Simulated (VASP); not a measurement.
A run of VASP 6.6.1 is set up as follows.

Contents of INCAR:

```
SYSTEM = Hf2ZrGe3
ALGO = Normal ; EDIFF = 1E-6
ENCUT = 500 ; GGA = PE
GGA_COMPAT = .FALSE. ; ISIF = 2
ISMEAR = 0 ; LASPH = .TRUE.
LCHARG = .FALSE. ; LREAL = .FALSE.
LWAVE = .FALSE. ; NBANDS = 46
NELM = 120 ; PREC = Accurate
SIGMA = 0.2
```

The input KPOINTS:

```
k-points
0
G
  5 5 2
  0 0 0
```

Contents of POSCAR:

```
Hf2ZrGe3
1.0
    5.2319523178     -0.0000000037      0.0000000000
   -2.6159761557      4.5310036204      0.0000000000
    0.0000000000      0.0000000000      8.1992117315
Zr Hf Ge
1 2 3
Direct
    0.0000000000      0.0000000000      0.1061373990
    0.0000000000      0.0000000000      0.4388943805
    0.0000000000      0.0000000000      0.7728656010
    0.5000000000      0.0000000000      0.6063242365
    0.0000000000      0.5000000000      0.6063242365
    0.5000000000      0.5000000000      0.6063242365
```

Potentials or basis: VASP PAW PBE potentials, release 64 (Zr_sv, Hf_pv, Ge_d).

Launch:

```bash
$ cat potpaw_PBE.64/Zr_sv/POTCAR potpaw_PBE.64/Hf_pv/POTCAR potpaw_PBE.64/Ge_d/POTCAR > POTCAR
$ mpirun -np 1 vasp_std > vasp.out
```

Q: What does it give for the band gap on the k mesh?

A: Zero (bands 37 and 38 overlap by 0.45 eV).

Q: Predict the largest force.

A: 0.083 eV/Å.

Q: What does it give for the pressure?

A: -0.2 GPa.

Forces in eV/Å, atoms in the order of the input:
```
Zr   0.000  0.000 -0.004
Hf   0.000  0.000  0.083
Hf   0.000  0.000 -0.069
Ge   0.000  0.000 -0.003
Ge   0.000  0.000 -0.003
Ge   0.000  0.000 -0.003
```

Caveat: the k points lie up to 0.38 Å⁻¹ apart; spin-orbit coupling is left out, which moves the levels of the heavy elements.
